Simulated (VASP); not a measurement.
# SrO (I4mm) in VASP: single point with LDA

Aim: the single point of SrO with LDA.

Program: VASP 6.6.1. These are calculated values, not measurements. Logs are shortened: lines on timing, memory, paths and dates and some standing lists are left out, and cuts for length are marked.

## (1) The cell of the first run

It takes space group I4mm (No. 107, tetragonal). Conventional cell: a = 3.551 Å, b = 3.551 Å, c = 5.022 Å, α = 90.00°, β = 90.00°, γ = 90.00°. Within 3.1 Å of Sr (site symmetry 4mm) lie 6 O at 2.35 to 2.67 Å. O (site symmetry 4mm) has 6 Sr at 2.35 to 2.67 Å within 3.1 Å.

## (2) Single point, LDA (atoms displaced along a vibrational mode, the cell strained)

Contents of INCAR:

```
SYSTEM = SrO
PREC = Accurate
ENCUT = 520
EDIFF = 1E-6
ISMEAR = 0
SIGMA = 0.05
LREAL = .FALSE.
LASPH = .TRUE.
NELM = 60
ALGO = Normal
ISIF = 2
LWAVE = .FALSE.
LCHARG = .FALSE.
GGA = CA
NBANDS = 24
```

Contents of KPOINTS:

```
Automatic mesh
0
G
  9 9 8
  0 0 0
```

Contents of POSCAR:

```
SrO
1.0
    0.0000000000     -2.5111678675     -2.5111678675
   -2.5111678675      0.0000000000     -2.5111678675
    2.5111678675      2.5111678675     -5.0223357350
Sr O
2 2
Direct
   -0.0024517324     -0.0024517324     -0.0024517324
    0.4975482676      0.4975482676      0.4975482676
    0.7634271390      0.7634271390      0.7634271390
    0.2634271390      0.2634271390      0.2634271390
```

Potentials or basis: VASP PAW LDA potentials, release 64 (Sr_sv, O).

Started as:

```console
$ cat potpaw_LDA.64/Sr_sv/POTCAR potpaw_LDA.64/O/POTCAR > POTCAR
$ mpirun -np 1 vasp_std > vasp.out
```

OUTCAR:

```text
SYSTEM = SrO
   PREC = Accurate
   ENCUT = 520
   EDIFF = 1E-6
   ISMEAR = 0
   LREAL = .FALSE.
   LASPH = .TRUE.
   NELM = 60
   ISIF = 2
   GGA = CA

 ion  position               nearest neighbor table
   1  0.998  0.998  0.998-   3 2.35   3 2.52   3 2.52   4 2.52   4 2.52   4 2.67   2 3.55   2 3.55
                             2 3.55   2 3.55   2 3.55   2 3.55   2 5.02   2 5.02   2 5.02   2 5.02
   2  0.498  0.498  0.498-   4 2.35   4 2.52   4 2.52   3 2.52   3 2.52   3 2.67   1 3.55   1 3.55
                             1 3.55   1 3.55   1 3.55   1 3.55   1 5.02   1 5.02   1 5.02   1 5.02
   3  0.763  0.763  0.763-   1 2.35   2 2.52   2 2.52   1 2.52   1 2.52   2 2.67
   4  0.263  0.263  0.263-   2 2.35   1 2.52   1 2.52   2 2.52   2 2.52   1 2.67

  LATTYP: Found a trigonal (rhomboedric) cell.
 ALAT       =     6.1510799338
 COS(alpha) =     0.8333333333

  Lattice vectors:

 A1 = (   2.5111678675,   5.0223357350,  -2.5111678675)
 A2 = (   5.0223357350,   2.5111678675,  -2.5111678675)
 A3 = (   2.5111678675,   2.5111678675,  -5.0223357350)

Analysis of symmetry for initial positions (statically):
=====================================================================
 Subroutine PRICEL returns following result:

  LATTYP: Found a face centered cubic cell.
 ALAT       =     5.0223357350

  Lattice vectors:

 A1 = (   0.0000000000,  -2.5111678675,   2.5111678675)
 A2 = (   2.5111678675,  -2.5111678675,   0.0000000000)
 A3 = (   2.5111678675,   0.0000000000,   2.5111678675)

   2 primitive cells build up your supercell.

 Routine SETGRP: Setting up the symmetry group for a
 trigonal (rhombohedral) supercell.

 Subroutine GETGRP returns: Found  2 space group operations
 (whereof  2 operations were pure point group operations)
 out of a pool of 12 trial point group operations.

The static configuration has the point symmetry C_1h.

Analysis of symmetry for dynamics (positions and initial velocities):
=====================================================================
 Subroutine PRICEL returns following result:

  LATTYP: Found a face centered cubic cell.
 ALAT       =     5.0223357350

  Lattice vectors:

 A1 = (   0.0000000000,  -2.5111678675,   2.5111678675)
 A2 = (   2.5111678675,  -2.5111678675,   0.0000000000)
 A3 = (   2.5111678675,   0.0000000000,   2.5111678675)

   2 primitive cells build up your supercell.

[... 125 lines left out ...]
   LSORBIT =      F    spin-orbit coupling
   LASPH  =      T    aspherical Exc in radial PAW
   ENCUT  =  520.0 eV  38.22 Ry    6.18 a.u.   6.60  6.60 11.44*2*pi/ulx,y,z
   NELM   =     60;   NELMIN=  2; NELMDL= -5     # of ELM steps
   EDIFF  = 0.1E-05   stopping-criterion for ELM
   LREAL  =      F    real-space projection
   EDIFFG = 0.1E-04   stopping-criterion for IOM
   NSW    =      0    number of steps for IOM
   IBRION =     -1    ionic relax: 0-MD 1-quasi-New 2-CG
   NFREE  =      0    steps in history (QN), initial steepest desc. (CG)
   ISIF   =      2    stress and relaxation
   ISYM   =      2    0-nonsym 1-usesym 2-fastsym
   POTIM  = 0.5000    time-step for ionic-motion
   TEBEG  =    0.0;   TEEND  =   0.0 temperature during run
   PSTRESS=    0.0 pullay stress
   NELECT =      32.0000    total number of electrons
   NUPDOWN=      -1.0000    fix difference up-down
   EMIN   =  10.00;   EMAX   =-10.00  energy-range for DOS
   EFERMI =   0.00;   METHOD = LEGACY
   ISMEAR =     0;   SIGMA  =   0.05  broadening in eV -4-tet -1-fermi 0-gaus
   EFERMI_NEDOS =   21; number of points for ismear=-14 and -15
   IALGO  =     38    algorithm
   IMIX   =      4    mixing-type and parameters
     AMIX     =   0.40;   BMIX     =  1.00
     AMIX_MAG =   1.60;   BMIX_MAG =  1.00
  volume/ion in A,a.u.               =      15.84       106.86
  Fermi-wavevector in a.u.,A,eV,Ry     =   1.303854  2.463927 23.130396  1.700036
  Thomas-Fermi vector in A             =   2.434829
   LORBIT       =      0    0 simple, 1 ext, 2 COOP (PROOUT), +10 PAW based schemes
   GGA     = CA    functional components
   LHFCALC =     F    Hartree Fock is set to
   AEXX    =    0.0000 exact exchange contribution
   IVDW    =     0    specifies the selected vdW correction
   LEPSILON=     F    determine dielectric tensor
   LRPA    =     F    only Hartree local field effects (RPA)
 non-spin polarized calculation
 Gauss-broadening in eV      SIGMA  =   0.05
  energy-cutoff  :      520.00
  volume of cell :       63.34
 maximum number of plane-waves:      1734
   NGX = 13   NGY = 13   NGZ = 23

 number of electron      32.0000003 magnetization

 Free energy of the ion-electron system (eV)
  ---------------------------------------------------
  ext. energy  EPLUGINS =         0.00000000
  ---------------------------------------------------
  free energy    TOTEN  =       -26.66919489 eV

  energy without entropy =      -26.66919489  energy(sigma->0) =      -26.66919489

 E-fermi :   1.9816     XC(G=0): -10.8571

 val. band max:        1.6622609113   @ k =   0.4444   0.0000   0.5000
 cond. band min:       4.8094084187   @ k =  -0.4444  -0.4444   0.1250
 fundamental gap:      3.1471475074
 Fermi energy:         1.9815971494

 k-point     1 :       0.0000    0.0000    0.0000
  band No.  band energies     occupation
      1     -30.1445      2.00000
      2     -29.9446      2.00000
      3     -14.9635      2.00000
      4     -13.2359      2.00000
      5     -11.9002      2.00000
      6     -11.8839      2.00000
[... 637 lines left out ...]
     23      12.0000      0.00000
     24      12.4163      0.00000

 [... further k-points ...]

------------------------ aborting loop because EDIFF is reached ----------------------------------------

  FORCE on cell =-STRESS in cart. coord.  units (eV):
  Direction    XX          YY          ZZ          XY          YZ          ZX
  --------------------------------------------------------------------------------------
  -------------------------------------------------------------------------------------
  Total        1.2610453      1.2610453      2.8773359      0.0001733     -0.0000526     -0.0000526
  in kB       31.8973091     31.8973091     72.7803117      0.0043839     -0.0013307     -0.0013307
  external PRESSURE =      45.5249766 kB  Pullay stress =       0.0000000 kB

 VOLUME and BASIS-vectors are now :
 -----------------------------------------------------------------------------
  energy-cutoff  :      520.00
  volume of cell :       63.34
      direct lattice vectors                 reciprocal lattice vectors
     0.000000000 -2.511167868 -2.511167868     0.099555272 -0.298665816 -0.099555272
    -2.511167868  0.000000000 -2.511167868    -0.298665816  0.099555272 -0.099555272
     2.511167868  2.511167868 -5.022335735     0.099555272  0.099555272 -0.099555272

 POSITION                                       TOTAL-FORCE (eV/Angst)
 -----------------------------------------------------------------------------------
      0.00000      0.00000    -10.02004        -0.000010     -0.000010     -0.556327
      0.00000      0.00000     -4.99771        -0.000010     -0.000010     -0.556327
      0.00000      0.00000     -7.66837         0.000010      0.000010      0.556327
      0.00000      0.00000     -2.64604         0.000010      0.000010      0.556327
 -----------------------------------------------------------------------------------
    total drift:                               -0.000012     -0.000012     -0.000456

  FREE ENERGIE OF THE ION-ELECTRON SYSTEM (eV)
  ---------------------------------------------------
  free  energy   TOTEN  =       -26.6691948912 eV

  energy  without entropy=      -26.6691948912  energy(sigma->0) =      -26.66919489
```

OSZICAR:

```text
N       E                     dE             d eps       ncg     rms          rms(c)
DAV:   1     0.179563502182E+03    0.17956E+03   -0.17046E+04  8880   0.131E+03
DAV:   2    -0.207114991150E+02   -0.20028E+03   -0.18727E+03 12128   0.293E+02
DAV:   3    -0.308333617623E+02   -0.10122E+02   -0.10048E+02 13816   0.596E+01
DAV:   4    -0.311309122541E+02   -0.29755E+00   -0.29746E+00 11848   0.801E+00
DAV:   5    -0.311335618340E+02   -0.26496E-02   -0.26495E-02 12448   0.843E-01    0.292E+01
DAV:   6    -0.269478930878E+02    0.41857E+01   -0.19332E+01 10728   0.253E+01    0.349E+01
DAV:   7    -0.268315409071E+02    0.11635E+00   -0.15771E+00 12248   0.685E+00    0.237E+01
DAV:   8    -0.267092881371E+02    0.12225E+00   -0.94661E-01  9824   0.601E+00    0.404E+00
DAV:   9    -0.266682919229E+02    0.40996E-01   -0.12838E-01 11216   0.237E+00    0.994E-01
DAV:  10    -0.266697142140E+02   -0.14223E-02   -0.10648E-02 10800   0.618E-01    0.292E-01
DAV:  11    -0.266691682815E+02    0.54593E-03   -0.30446E-03 14008   0.329E-01    0.704E-02
DAV:  12    -0.266692221846E+02   -0.53903E-04   -0.41000E-04 11752   0.106E-01    0.608E-02
DAV:  13    -0.266691942745E+02    0.27910E-04   -0.83248E-05 11200   0.562E-02    0.265E-02
DAV:  14    -0.266691948912E+02   -0.61670E-06   -0.92598E-06 11816   0.173E-02
   1 F= -.26669195E+02 E0= -.26669195E+02  d E =-.344194E-21
```

stdout:

```text
POSCAR found type information on POSCAR SrO
 POSCAR found :  2 types and       4 ions
 scaLAPACK will be used
 LDA part: xc-table for (Slater(with rela. corr.)+CA(PZ))
 , standard interpolation
 -----------------------------------------------------------------------------
|                                                                             |
|           W    W    AA    RRRRR   N    N  II  N    N   GGGG   !!!           |
|           W    W   A  A   R    R  NN   N  II  NN   N  G    G  !!!           |
|           W    W  A    A  R    R  N N  N  II  N N  N  G       !!!           |
|           W WW W  AAAAAA  RRRRR   N  N N  II  N  N N  G  GGG   !            |
|           WW  WW  A    A  R   R   N   NN  II  N   NN  G    G                |
|           W    W  A    A  R    R  N    N  II  N    N   GGGG   !!!           |
|                                                                             |
|     Your reciprocal lattice and k-lattice belong to different lattice       |
|     classes:                                                                |
|                                                                             |
|        The reciprocal lattice is rhombohedral (trigonal),                   |
|        whereas your k-lattice is base-centered monoclinic.                  |
|                                                                             |
|     Results are often still useful ...                                      |
|                                                                             |
 -----------------------------------------------------------------------------

 POSCAR, INCAR and KPOINTS ok, starting setup
 FFT: planning ... GRIDC
 FFT: planning ... GRID_SOFT
 FFT: planning ... GRID
 WAVECAR not read
 entering main loop
```

Wall time 2.2 min (1 thread of Intel Xeon 6975P-C (Granite Rapids), shared host); peak memory 0.34 GiB.

Results:

| Property | Result |
| --- | --- |
| Free energy | -26.6692 eV |
| Pressure | 4.6 GPa |
| Largest force | 0.556 eV/Å |
| Band gap on the k mesh | 3.15 eV |

Forces in eV/Å, atoms in the order of the input:
```
Sr   0.000  0.000 -0.556
Sr   0.000  0.000 -0.556
O    0.000  0.000  0.556
O    0.000  0.000  0.556
```

Levels at points of the mesh, in eV from the valence-band top:
```csv
k point,band 13,band 14,band 15,band 16,band 17,band 18,band 19,band 20
"(0.00, 0.00, 0.00)",-1.24,-0.06,-0.06,-0.02,4.33,6.30,6.41,6.41
"(0.00, 0.00, 0.50)",-0.72,-0.72,-0.66,-0.66,6.02,6.02,6.69,6.69
```

Caveat: the cell differs from its parent crystal (atoms displaced along a vibrational mode, the cell strained); the cell stands under pressure.
